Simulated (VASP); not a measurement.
A run of VASP 6.6.1 is set up as follows.

File POSCAR:

```
AgI
1.0
    4.6512919221      0.0000000000      0.0000000000
   -2.3256459611      4.0281369650      0.0000000000
    0.0000000000      0.0000000000      7.5978539869
Ag I
2 2
Direct
    0.3333333333      0.6666666667      0.0024013965
    0.6666666667      0.3333333333      0.5024013965
    0.3333333333      0.6666666667      0.3774986035
    0.6666666667      0.3333333333      0.8774986035
```

The input INCAR.step1:

```
PREC     = Accurate       # precision mode
ENCUT    = 400            # plane-wave cutoff, eV
EDIFF    = 1E-5           # SCF threshold, eV
ISMEAR   = 0              # smearing method
SIGMA    = 0.01           # smearing width, eV
LREAL    = False          # projectors in reciprocal space
LASPH    = True           # aspherical terms in the spheres
NELM     = 120            # most SCF steps
ALGO     = Normal         # electronic algorithm
ISIF     = 2              # what is computed and relaxed
LWAVE    = True           # write WAVECAR
LCHARG   = False          # write CHGCAR
NBANDS   = 26             # bands
GGA      = PE             # functional
GGA_COMPAT= False        
KPAR     = 4
```

Contents of INCAR.step2:

```
PREC     = Accurate       # precision mode
ENCUT    = 400            # plane-wave cutoff, eV
EDIFF    = 1E-6           # SCF threshold, eV
ISMEAR   = 0              # smearing method
SIGMA    = 0.01           # smearing width, eV
LREAL    = False          # projectors in reciprocal space
LASPH    = True           # aspherical terms in the spheres
NELM     = 120            # most SCF steps
ALGO     = Normal         # electronic algorithm
ISIF     = 2              # what is computed and relaxed
LWAVE    = False          # write WAVECAR
LCHARG   = False          # write CHGCAR
GGA      = PE             # functional
LHFCALC  = True           # exact exchange
HFSCREEN = 0.2079         # screening, 1/A
PRECFOCK = Normal       
NBANDS   = 26             # bands
ISTART   = 1            
GGA_COMPAT= False        
KPAR     = 4
```

Contents of KPOINTS:

```
regular mesh
0
Gamma
  6 6 2
```

Potentials or basis: VASP PAW PBE potentials, release 64 (Ag, I).

Launch:

```sh
$ cat potpaw_PBE.64/Ag/POTCAR potpaw_PBE.64/I/POTCAR > POTCAR
$ cp INCAR.step1 INCAR
$ mpirun -np 4 vasp_std > vasp.out
$ cp INCAR.step2 INCAR
$ mpirun -np 4 vasp_std > vasp.out
```

Problem. Estimate the pressure.

Solution. 0.3 GPa.

Problem. Predict the band gap on the k mesh.

Solution. 2.51 eV, direct.

Caveat: the PAW data sets were made with another functional, which shifts forces and pressure a little; spin-orbit coupling is left out, which moves the levels of the heavy elements.
